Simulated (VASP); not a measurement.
# Mg3Sn2N2 (P-6m2) in VASP: single point with PBE

Aim: the single point of Mg3Sn2N2 with PBE.

All numbers are computed with VASP 6.6.1; they aren't measurements. Logs are shortened: lines on timing, memory, paths and dates and some standing lists are left out, and cuts for length are marked.

**1. The cell of the first run**

The structure is hexagonal, space group P-6m2 (No. 187). Conventional cell: a = 6.522 Å, b = 6.522 Å, c = 4.804 Å, α = 90.00°, β = 90.00°, γ = 120.00°. Mg (site symmetry mm2) has 2 N at 2.14 Å within 2.8 Å. Sn (site symmetry -6m2) has 6 Mg at 2.96 Å within 3.9 Å. Within 4.5 Å of Sn (site symmetry -6m2) lie 6 Mg at 3.26 Å and 6 N at 3.82 Å and 6 Sn at 4.47 Å. Within 1.7 Å of N (site symmetry 3m) lie 1 N at 1.29 Å.

The cell was generated, and may not be a known phase.

**2. Single point, PBE**

Input file INCAR:

```
PREC     = Accurate       # precision mode
ENCUT    = 840            # plane-wave cutoff, eV
EDIFF    = 1E-6           # SCF threshold, eV
ISMEAR   = 0              # smearing method
SIGMA    = 0.2            # smearing width, eV
LREAL    = False          # projectors in reciprocal space
LASPH    = True           # aspherical terms in the spheres
NELM     = 120            # most SCF steps
ALGO     = Normal         # electronic algorithm
ISIF     = 2              # what is computed and relaxed
LWAVE    = False          # write WAVECAR
LCHARG   = True           # write CHGCAR
GGA      = PE             # functional
LELF     = True           # ELF
LVHAR    = True         
NBANDS   = 43             # bands
GGA_COMPAT= False
```

Input file KPOINTS:

```
regular mesh
0
Gamma
  4 4 3
```

Input file POSCAR:

```
Mg3Sn2N2
1.0
    6.5221249383      0.0000000036      0.0000000000
   -3.2610624722      5.6483258814      0.0000000000
    0.0000000000      0.0000000000      4.8041834542
Mg Sn N
3 2 2
Direct
    0.1527088045      0.8472911955      0.0000000000
    0.1527088045      0.3054176090      0.0000000000
    0.6945823910      0.8472911955      0.0000000000
    0.0000000000      0.0000000000      0.5000000000
    0.6666666667      0.3333333333      0.0000000000
    0.3333333333      0.6666666667      0.8661173126
    0.3333333333      0.6666666667      0.1338826874
```

Potentials or basis: VASP PAW PBE potentials, release 64 (Mg_sv, Sn_d, N).

The run is started by

```console
> cat potpaw_PBE.64/Mg_sv/POTCAR potpaw_PBE.64/Sn_d/POTCAR potpaw_PBE.64/N/POTCAR > POTCAR
> mpirun -np 1 vasp_std > vasp.out
```

OUTCAR:

```text
PREC = Accurate
   ENCUT = 840
   EDIFF = 1E-6
   ISMEAR = 0
   LREAL = False
   LASPH = True
   NELM = 120
   ISIF = 2
   GGA = PE

 ion  position               nearest neighbor table
   1  0.153  0.847  0.000-   4 2.96   4 2.96
   2  0.153  0.305  0.000-   4 2.96   4 2.96
   3  0.695  0.847  0.000-   4 2.96   4 2.96
   4  0.000  0.000  0.500-   1 2.96   1 2.96   2 2.96   2 2.96   3 2.96   3 2.96
   5  0.667  0.333  0.000-
   6  0.333  0.667  0.866-   7 1.29
   7  0.333  0.667  0.134-   6 1.29

  LATTYP: Found a hexagonal cell.
 ALAT       =     6.5221249383
 C/A-ratio  =     0.7365978879

  Lattice vectors:

 A1 = (   6.5221249383,   0.0000000036,   0.0000000000)
 A2 = (  -3.2610624722,   5.6483258814,   0.0000000000)
 A3 = (   0.0000000000,   0.0000000000,   4.8041834542)

Analysis of symmetry for initial positions (statically):
=====================================================================
 Subroutine PRICEL returns:
 Original cell was already a primitive cell.

 Routine SETGRP: Setting up the symmetry group for a
 hexagonal supercell.

 Subroutine GETGRP returns: Found 12 space group operations
 (whereof 12 operations were pure point group operations)
 out of a pool of 24 trial point group operations.

The static configuration has the point symmetry D_3h.

Analysis of symmetry for dynamics (positions and initial velocities):
=====================================================================
 Subroutine PRICEL returns:
 Original cell was already a primitive cell.

 Routine SETGRP: Setting up the symmetry group for a
 hexagonal supercell.

 Subroutine GETGRP returns: Found 12 space group operations
 (whereof 12 operations were pure point group operations)
 out of a pool of 24 trial point group operations.

The dynamic configuration has the point symmetry D_3h.

 Subroutine INISYM returns: Found 12 space group operations
 (whereof 12 operations are pure point group operations),
 and found     1 'primitive' translations

----------------------------------------------------------------------------------------

                                     Primitive cell

  volume of cell :     176.9817

  direct lattice vectors                    reciprocal lattice vectors
     6.522124938  0.000000004  0.000000000     0.153324263  0.088521805  0.000000000
    -3.261062472  5.648325881  0.000000000    -0.000000000  0.177043609  0.000000000
     0.000000000  0.000000000  4.804183454     0.000000000  0.000000000  0.208151918

  length of vectors
     6.522124938  6.522124938  4.804183454     0.177043609  0.177043609  0.208151918

  position of ions in fractional coordinates (direct lattice)
     0.152708805  0.847291195  0.000000000
     0.152708805  0.305417609  0.000000000
     0.694582391  0.847291195  0.000000000
     0.000000000  0.000000000  0.500000000
     0.666666667  0.333333333  0.000000000
     0.333333333  0.666666667  0.866117313
     0.333333333  0.666666667  0.133882687

  ion indices of the primitive-cell ions
   primitive index   ion index
                 1           1
                 2           2
                 3           3
                 4           4
                 5           5
                 6           6
                 7           7

----------------------------------------------------------------------------------------

 KPOINTS: regular mesh

Automatic generation of k-mesh.
 Grid dimensions read from file:
 generate k-points for:    4    4    3

 Generating k-lattice:

  Cartesian coordinates                     Fractional coordinates (reciprocal lattice)
     0.038331066  0.022130451  0.000000000     0.250000000  0.000000000  0.000000000
    -0.000000000  0.044260902  0.000000000     0.000000000  0.250000000  0.000000000
     0.000000000  0.000000000  0.069383973     0.000000000  0.000000000  0.333333333

  Length of vectors
     0.044260902  0.044260902  0.069383973

  Shift w.r.t. Gamma in fractional coordinates (k-lattice)
     0.000000000  0.000000000  0.000000000

 Subroutine IBZKPT returns following result:
 ===========================================

 Found      8 irreducible k-points:

 Following reciprocal coordinates:
            Coordinates               Weight
  0.000000  0.000000  0.000000      1.000000
  0.250000  0.000000  0.000000      6.000000
  0.500000  0.000000  0.000000      3.000000
  0.250000  0.250000  0.000000      6.000000
  0.000000  0.000000  0.333333      2.000000
  0.250000  0.000000  0.333333     12.000000
  0.500000  0.000000  0.333333      6.000000
  0.250000  0.250000  0.333333     12.000000
   k-points           NKPTS =      8   k-points in BZ     NKDIM =      8   number of bands    NBANDS=     43
   number of dos      NEDOS =    301   number of ions     NIONS =      7
   total plane-waves  NPLWV = 196608
   dimension x,y,z NGX =    64 NGY =   64 NGZ =   48
   dimension x,y,z NGXF=   128 NGYF=  128 NGZF=   96
   ions per type =               3   2   2
   NGX,Y,Z   is equivalent  to a cutoff of  16.31, 16.31, 16.61 a.u.
   NGXF,Y,Z  is equivalent  to a cutoff of  32.63, 32.63, 33.22 a.u.
 SYSTEM =  unknown system
   PREC   = accura    normal or accurate (medium, high low for compatibility)
   ISTART =      0    job   : 0-new  1-cont  2-samecut
   ICHARG =      2    charge: 1-file 2-atom 10-const
   ISPIN  =      1    spin polarized calculation?
   LNONCOLLINEAR =      F non collinear calculations
   LSORBIT =      F    spin-orbit coupling
   LASPH  =      T    aspherical Exc in radial PAW
   ENCUT  =  840.0 eV  61.74 Ry    7.86 a.u.  15.41 15.41 11.35*2*pi/ulx,y,z
   NELM   =    120;   NELMIN=  2; NELMDL= -5     # of ELM steps
   EDIFF  = 0.1E-05   stopping-criterion for ELM
   LREAL  =      F    real-space projection
   EDIFFG = 0.1E-04   stopping-criterion for IOM
   NSW    =      0    number of steps for IOM
   IBRION =     -1    ionic relax: 0-MD 1-quasi-New 2-CG
   NFREE  =      0    steps in history (QN), initial steepest desc. (CG)
   ISIF   =      2    stress and relaxation
   ISYM   =      2    0-nonsym 1-usesym 2-fastsym
   POTIM  = 0.5000    time-step for ionic-motion
   TEBEG  =    0.0;   TEEND  =   0.0 temperature during run
   PSTRESS=    0.0 pullay stress
   NELECT =      68.0000    total number of electrons
   NUPDOWN=      -1.0000    fix difference up-down
   EMIN   =  10.00;   EMAX   =-10.00  energy-range for DOS
   EFERMI =   0.00;   METHOD = LEGACY
   ISMEAR =     0;   SIGMA  =   0.20  broadening in eV -4-tet -1-fermi 0-gaus
   EFERMI_NEDOS =   21; number of points for ismear=-14 and -15
   IALGO  =     38    algorithm
   IMIX   =      4    mixing-type and parameters
     AMIX     =   0.40;   BMIX     =  1.00
     AMIX_MAG =   1.60;   BMIX_MAG =  1.00
  volume/ion in A,a.u.               =      25.28       170.62
  Fermi-wavevector in a.u.,A,eV,Ry     =   1.190150  2.249057 19.272064  1.416457
  Thomas-Fermi vector in A             =   2.326241
   LORBIT       =      0    0 simple, 1 ext, 2 COOP (PROOUT), +10 PAW based schemes
   GGA     = PE    functional components
   LHFCALC =     F    Hartree Fock is set to
   AEXX    =    0.0000 exact exchange contribution
   IVDW    =     0    specifies the selected vdW correction
   LEPSILON=     F    determine dielectric tensor
   LRPA    =     F    only Hartree local field effects (RPA)
 non-spin polarized calculation
 Gauss-broadening in eV      SIGMA  =   0.20
  energy-cutoff  :      840.00
  volume of cell :      176.98
 maximum number of plane-waves:      9831
 NGX is ok and might be reduce to    64
   NGX = 31   NGY = 31   NGZ = 23

 number of electron      67.9999993 magnetization

 Free energy of the ion-electron system (eV)
  ---------------------------------------------------
  ext. energy  EPLUGINS =         0.00000000
  ---------------------------------------------------
  free energy    TOTEN  =       -26.12614203 eV

  energy without entropy =      -25.99590112  energy(sigma->0) =      -26.06102158

 E-fermi :   2.6703     XC(G=0):  -8.3622

 val. band max:        2.6010473411   @ k =   0.2500   0.2500   0.3333
 cond. band min:       2.7024108611   @ k =   0.5000   0.0000   0.0000
 fundamental gap:      0.1013635200
 Fermi energy:         2.6702894497

 k-point     1 :       0.0000    0.0000    0.0000
  band No.  band energies     occupation
      1     -73.4053      2.00000
      2     -73.4033      2.00000
      3     -73.4033      2.00000
      4     -40.1944      2.00000
      5     -40.1772      2.00000
      6     -40.1772      2.00000
[... 35 lines left out ...]
     42       7.8652      0.00000
     43       7.8652      0.00000

 k-point     2 :       0.2500    0.0000    0.0000
  band No.  band energies     occupation
      1     -73.4053      2.00000
      2     -73.4034      2.00000
      3     -73.4034      2.00000
      4     -40.1917      2.00000
      5     -40.1774      2.00000
      6     -40.1762      2.00000
[... 35 lines left out ...]
     42       7.9029      0.00000
     43       8.1978      0.00000

 k-point     3 :       0.5000    0.0000    0.0000
  band No.  band energies     occupation
      1     -73.4052      2.00000
      2     -73.4035      2.00000
      3     -73.4033      2.00000
      4     -40.1883      2.00000
      5     -40.1777      2.00000
      6     -40.1750      2.00000
[... 35 lines left out ...]
     42       7.9384      0.00000
     43       8.0615      0.00000

 k-point     4 :       0.2500    0.2500    0.0000
  band No.  band energies     occupation
      1     -73.4051      2.00000
      2     -73.4034      2.00000
      3     -73.4033      2.00000
      4     -40.1881      2.00000
      5     -40.1781      2.00000
      6     -40.1752      2.00000
[... 35 lines left out ...]
     42       7.4308      0.00000
     43       7.5685      0.00000

 k-point     5 :       0.0000    0.0000    0.3333
  band No.  band energies     occupation
      1     -73.4054      2.00000
      2     -73.4033      2.00000
      3     -73.4033      2.00000
      4     -40.1944      2.00000
      5     -40.1773      2.00000
      6     -40.1773      2.00000
[... 35 lines left out ...]
     42       7.8238      0.00000
     43       7.8238      0.00000

 k-point     6 :       0.2500    0.0000    0.3333
  band No.  band energies     occupation
      1     -73.4053      2.00000
      2     -73.4034      2.00000
      3     -73.4033      2.00000
      4     -40.1917      2.00000
      5     -40.1774      2.00000
      6     -40.1762      2.00000
[... 35 lines left out ...]
     42       7.9635      0.00000
     43       8.1057      0.00000

 k-point     7 :       0.5000    0.0000    0.3333
  band No.  band energies     occupation
      1     -73.4051      2.00000
      2     -73.4035      2.00000
      3     -73.4033      2.00000
      4     -40.1882      2.00000
      5     -40.1777      2.00000
      6     -40.1750      2.00000
[... 35 lines left out ...]
     42       7.6944      0.00000
     43       8.1044      0.00000

 k-point     8 :       0.2500    0.2500    0.3333
  band No.  band energies     occupation
      1     -73.4051      2.00000
      2     -73.4035      2.00000
      3     -73.4033      2.00000
      4     -40.1881      2.00000
      5     -40.1781      2.00000
      6     -40.1752      2.00000
[... 35 lines left out ...]
     42       7.8322      0.00000
     43       8.1252      0.00000

------------------------ aborting loop because EDIFF is reached ----------------------------------------

  FORCE on cell =-STRESS in cart. coord.  units (eV):
  Direction    XX          YY          ZZ          XY          YZ          ZX
  --------------------------------------------------------------------------------------
  -------------------------------------------------------------------------------------
  Total        0.1492625      0.1492625     -0.1268514      0.0000000      0.0000000      0.0000000
  in kB        1.3512415      1.3512415     -1.1483578      0.0000000      0.0000000      0.0000000
  external PRESSURE =       0.5180417 kB  Pullay stress =       0.0000000 kB

 VOLUME and BASIS-vectors are now :
 -----------------------------------------------------------------------------
  energy-cutoff  :      840.00
  volume of cell :      176.98
      direct lattice vectors                 reciprocal lattice vectors
     6.522124938  0.000000004  0.000000000     0.153324263  0.088521805  0.000000000
    -3.261062472  5.648325881  0.000000000    -0.000000000  0.177043609  0.000000000
     0.000000000  0.000000000  4.804183454     0.000000000  0.000000000  0.208151918

 POSITION                                       TOTAL-FORCE (eV/Angst)
 -----------------------------------------------------------------------------------
     -1.76708      4.78578      0.00000        -0.032003      0.018477      0.000000
     -0.00000      1.72510      0.00000         0.000000     -0.036954      0.000000
      1.76708      4.78578      0.00000         0.032003      0.018477      0.000000
      0.00000      0.00000      2.40209         0.000000     -0.000000      0.000000
      3.26106      1.88278      0.00000         0.000000     -0.000000      0.000000
     -0.00000      3.76555      4.16099         0.000000     -0.000000     -0.248743
     -0.00000      3.76555      0.64320         0.000000     -0.000000      0.248743
 -----------------------------------------------------------------------------------
    total drift:                                0.000000     -0.000000      0.000000

  FREE ENERGIE OF THE ION-ELECTRON SYSTEM (eV)
  ---------------------------------------------------
  free  energy   TOTEN  =       -26.1261420301 eV

  energy  without entropy=      -25.9959011249  energy(sigma->0) =      -26.06102158
```

Wall time 88 s (1 thread of Intel Xeon 6975P-C (Granite Rapids), shared host); peak memory 0.51 GiB.

What came out:

```yaml
Free_energy: -26.1261 eV
Pressure: 0.1 GPa
Largest_force: 0.249 eV/Å
Band_gap_on_the_k_mesh: zero (bands 34 and 35 overlap by 0.13 eV)
```

Forces in eV/Å, atoms in the order of the input:
```
Mg  -0.032  0.018  0.000
Mg   0.000 -0.037  0.000
Mg   0.032  0.018  0.000
Sn   0.000  0.000  0.000
Sn   0.000  0.000  0.000
N    0.000  0.000 -0.249
N    0.000  0.000  0.249
```

Stress tensor (GPa, compression positive):
```
 0.14  0.00  0.00
 0.00  0.14  0.00
 0.00  0.00 -0.11
```

Caveat: the k points lie up to 0.44 Å⁻¹ apart; spin-orbit coupling is left out, which moves the levels of the heavy elements.

The gap in the log of VASP goes by the Fermi energy; the results here count the filled bands.